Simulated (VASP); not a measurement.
# Pb (Im-3m) in VASP: settings compared, part 3 of 3

VASP 6.6.1.

**6. Relaxation of cell and atoms, revPBE+D3(BJ)**

This run uses another cell than the first one, of 31.03 Å³/atom, 0.987 times its volume.

Input file INCAR:

```
SYSTEM = Pb
PREC = Accurate ; ENCUT = 600
EDIFF = 1E-6 ; ISMEAR = -1
SIGMA = 0.05 ; LREAL = .False.
LASPH = .True. ; NELM = 80
ALGO = Fast ; ISIF = 3
LWAVE = .False. ; LCHARG = .False.
GGA = RE ; IVDW = 12
IBRION = 2 ; NSW = 60
EDIFFG = -0.01
```

Input file KPOINTS:

```
Automatic mesh
0
Gamma
  9 9 9
  0 0 0
```

Input file POSCAR:

```
Pb
1.0
   -1.9796595667      1.9796595667      1.9796595667
    1.9796595667     -1.9796595667      1.9796595667
    1.9796595667      1.9796595667     -1.9796595667
Pb
1
Direct
    0.0000000000      0.0000000000      0.0000000000
```

Potentials or basis: VASP PAW PBE potentials, release 64 (Pb_d).

Launch:

```bash
> cat potpaw_PBE.64/Pb_d/POTCAR > POTCAR
> mpirun -np 1 vasp_std > vasp.out
```

OUTCAR:

```text
SYSTEM = Pb
   PREC = Accurate
   ENCUT = 600
   EDIFF = 1E-6
   ISMEAR = -1
   LREAL = .False.
   LASPH = .True.
   NELM = 80
   ISIF = 3
   GGA = RE
   IVDW = 12
   IBRION = 2
   NSW = 60
   EDIFFG = -0.01
 IVDW          = 12

 ion  position               nearest neighbor table
   1  0.000  0.000  0.000-

  LATTYP: Found a body centered cubic cell.
 ALAT       =     3.9593191334

  Lattice vectors:

 A1 = (  -1.9796595667,   1.9796595667,   1.9796595667)
 A2 = (   1.9796595667,  -1.9796595667,   1.9796595667)
 A3 = (   1.9796595667,   1.9796595667,  -1.9796595667)

Analysis of symmetry for initial positions (statically):
=====================================================================
 Subroutine PRICEL returns:
 Original cell was already a primitive cell.

 Routine SETGRP: Setting up the symmetry group for a
 body centered cubic supercell.

 Subroutine GETGRP returns: Found 48 space group operations
 (whereof 48 operations were pure point group operations)
 out of a pool of 48 trial point group operations.

The static configuration has the point symmetry O_h .

Analysis of symmetry for dynamics (positions and initial velocities):
=====================================================================
 Subroutine PRICEL returns:
 Original cell was already a primitive cell.

 Routine SETGRP: Setting up the symmetry group for a
[... 149 lines left out ...]
  ext. energy  EPLUGINS =         0.00000000
  ---------------------------------------------------
  free energy    TOTEN  =        -3.17565608 eV

  energy without entropy =       -3.17022502  energy(sigma->0) =       -3.17294055

------------------------ aborting loop because EDIFF is reached ----------------------------------------

 Edisp (eV)   -0.71626

 E8    (eV) :    -0.5333
[... 147 lines left out ...]
--------------------------------------- Ionic step        5  -------------------------------------------

 number of electron      14.0000002 magnetization

 Free energy of the ion-electron system (eV)
  ---------------------------------------------------
  ext. energy  EPLUGINS =         0.00000000
  ---------------------------------------------------
  free energy    TOTEN  =        -3.14984992 eV

  energy without entropy =       -3.14580957  energy(sigma->0) =       -3.14782975

 E-fermi :   7.6725     XC(G=0): -10.2296

 val. band max:        7.5550604037   @ k =  -0.3333   0.3333   0.3333
 cond. band min:       7.7791318749   @ k =   0.2222   0.2222   0.1111
 fundamental gap:      0.2240714713
 Fermi energy:         7.6725062588

 k-point     1 :       0.0000    0.0000    0.0000
  band No.  band energies     occupation
      1      -9.5864      2.00000
      2      -9.5864      2.00000
      3      -9.5864      2.00000
      4      -9.3329      2.00000
      5      -9.3329      2.00000
      6      -4.2838      2.00000
      7      15.4914      0.00000
      8      15.4914      0.00000
      9      15.4914      0.00000
     10      18.7472      0.00000
     11      18.7472      0.00000
[... 309 lines left out ...]
 k-point    24 :      -0.4444   -0.4444    0.1111
  band No.  band energies     occupation
      1      -9.5858      2.00000
      2      -9.5293      2.00000
      3      -9.4206      2.00000
      4      -9.3529      2.00000
      5      -9.2036      2.00000
      6       0.2368      2.00000
      7       4.2711      2.00000
      8       8.3191      0.00000
      9      12.3402      0.00000
     10      16.6083      0.00000
     11      18.0458      0.00000

 [... further k-points ...]

------------------------ aborting loop because EDIFF is reached ----------------------------------------

 Edisp (eV)   -0.75036

 E8    (eV) :    -0.5587
[... 24 lines left out ...]
  FREE ENERGIE OF THE ION-ELECTRON SYSTEM (eV)
  ---------------------------------------------------
  free  energy   TOTEN  =        -3.9002094969 eV

  energy  without entropy=       -3.8961691419  energy(sigma->0) =       -3.89818932

 reached required accuracy - stopping structural energy minimisation
```

OSZICAR:

```text
N       E                     dE             d eps       ncg     rms          rms(c)
DAV:   1     0.109486411001E+03    0.10949E+03   -0.79776E+03   770   0.167E+03
DAV:   2     0.183124252597E+01   -0.10766E+03   -0.10551E+03   779   0.345E+02
DAV:   3    -0.306684992624E+01   -0.48981E+01   -0.48487E+01   942   0.844E+01
[... 51 lines left out ...]
RMM:   7    -0.314984966475E+01   -0.19425E-05   -0.54419E-06   714   0.449E-02    0.104E-02
RMM:   8    -0.314985375288E+01   -0.40881E-05   -0.32899E-05   817   0.126E-01    0.216E-02
RMM:   9    -0.314985180553E+01    0.19473E-05   -0.18721E-06   469   0.287E-02    0.159E-02
RMM:  10    -0.314985016928E+01    0.16363E-05   -0.38717E-06   637   0.403E-02    0.740E-03
RMM:  11    -0.314984992255E+01    0.24672E-06   -0.18591E-06   462   0.270E-02
   5 F= -.39002095E+01 E0= -.38981893E+01  d E =-.829423E-02
```

Run time: 49 s. Hardware: 1 thread of Intel Xeon 6975P-C, shared host; peak memory 0.18 GiB.

What came out:

```
Free energy                            : -3.9002 eV
Relaxed volume                         : 29.66 Å³/atom
Relaxed cell                           : a = 3.377 Å, b = 3.377 Å, c = 3.377 Å, α = 109.47°, β = 109.47°, γ = 109.47°
Space group after relaxing (to 0.05 Å) : Im-3m (No. 229)
Energy gained by relaxing              : 8.3 meV/atom
Ionic steps                            : 5
Pressure after relaxing                : 0.0 GPa
Band gap on the k mesh                 : zero (band 7 reaches 15.49 eV, above the bottom of band 8 at 5.50 eV)
Dispersion energy per atom             : -0.750 eV
```

The path:
```
step  energy change (eV)  largest force (eV/Å)  pressure (GPa)  volume (Å³)
   1              0.0000                0.0000           -1.81        31.03
   2             -0.0081                0.0000            0.17        29.49
   3             -0.0083                0.0000            0.22        29.61
   4             -0.0083                0.0000           -0.51        29.76
   5             -0.0083                0.0000           -0.01        29.66
```

Final structure:
```xyz
1
Lattice="-1.9499 1.9499 1.9499 1.9499 -1.9499 1.9499 1.9499 1.9499 -1.9499" Properties=species:S:1:pos:R:3 pbc="T T T"
Pb    0.0000    0.0000    0.0000
```

Caveat: the PAW data sets were made with another functional, which shifts forces and pressure a little; spin-orbit coupling is left out, which moves the levels of the heavy elements; pairwise dispersion overbinds metals, which lowers pressure and volume.

**7. Overview**

| task | level | cell | cutoff (eV) | smearing | gap on the mesh (eV) | pressure (GPa) | relaxed volume (Å³/atom) |
| --- | --- | --- | --- | --- | --- | --- | --- |
| single point | BLYP+D4 | a = 3.444 Å, angles 109.5°, 1 atom | 520 | fermi-dirac 0.05 eV | none | 0.1 | - |
| single point | PBE | a = 3.429 Å, angles 109.5°, 1 atom | 520 | gaussian 0.028 eV | none | 0.6 | - |
| single point | BLYP+D3(BJ) | a = 3.411 Å, angles 109.5°, 1 atom | 520 | fermi-dirac 0.05 eV | none | 0.1 | - |
| relaxation of cell and atoms | BLYP+D4 | relaxed from a = 3.429 Å, angles 109.5°, 1 atom | 600 | fermi-dirac 0.05 eV | none | 0.0 | 31.55 |
| relaxation of cell and atoms | revPBE+D3(BJ) | relaxed from a = 3.429 Å, angles 109.5°, 1 atom | 600 | fermi-dirac 0.05 eV | none | 0.0 | 29.66 |

Alike in all rows: potentials or basis VASP PAW PBE potentials, release 64 (Pb_d); no spin polarisation; k mesh 9 × 9 × 9.

Caveats: spin-orbit coupling is left out, which moves the levels of the heavy elements; the PAW data sets were made with another functional, which shifts forces and pressure a little (some runs); pairwise dispersion overbinds metals, which lowers pressure and volume (some runs).

Absolute energies hang on the potentials; compare differences alone.
